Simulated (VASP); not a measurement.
A run of VASP 6.6.1 is set up as follows.

Contents of INCAR:

```
  PREC = Accurate
  ENCUT = 520
  EDIFF = 1E-6
  ISMEAR = 0
  SIGMA = 0.2
  LREAL = F
  LASPH = T
  NELM = 60
  ALGO = Normal
  ISIF = 2
  LWAVE = F
  LCHARG = F
  GGA = PE
  NBANDS = 46
```

The input KPOINTS:

```
regular mesh
0
Gamma
  6 6 2
```

POSCAR

```
In3GaAs4
1.0
    4.2903590000      0.0000000000      0.0000000000
    0.0000000000      4.2903590000      0.0000000000
    0.0000000000      0.0000000000     12.2022170000
In Ga As
3 1 4
Direct
    0.0000000000      0.0000000000      0.7413300000
    0.0000000000      0.0000000000      0.2586700000
    0.5000000000      0.5000000000      0.0000000000
    0.5000000000      0.5000000000      0.5000000000
    0.5000000000      0.0000000000      0.3886860000
    0.0000000000      0.5000000000      0.1293790000
    0.5000000000      0.0000000000      0.8706210000
    0.0000000000      0.5000000000      0.6113140000
```

Potentials or basis: VASP PAW PBE potentials, release 64 (In_d, Ga_d, As).

The run is started by

```sh
$ cat potpaw_PBE.64/In_d/POTCAR potpaw_PBE.64/Ga_d/POTCAR potpaw_PBE.64/As/POTCAR > POTCAR
$ mpirun -np 1 vasp_std > vasp.out
```

**Question.** What does it give for the pressure?

**Answer.** 0.1 GPa.

**Question.** Estimate the band gap on the k mesh.

**Answer.** Zero (filled and empty bands touch).

Forces in eV/Å, atoms in the order of the input:
```
In   0.000  0.000  0.009
In   0.000  0.000 -0.009
In   0.000  0.000  0.000
Ga   0.000  0.000  0.000
As   0.000  0.000 -0.010
As   0.000  0.000 -0.002
As   0.000  0.000  0.002
As   0.000  0.000  0.010
```

Caveat: semilocal functionals underestimate gaps, and a narrow one can read as zero; spin-orbit coupling is left out, which moves the levels of the heavy elements.
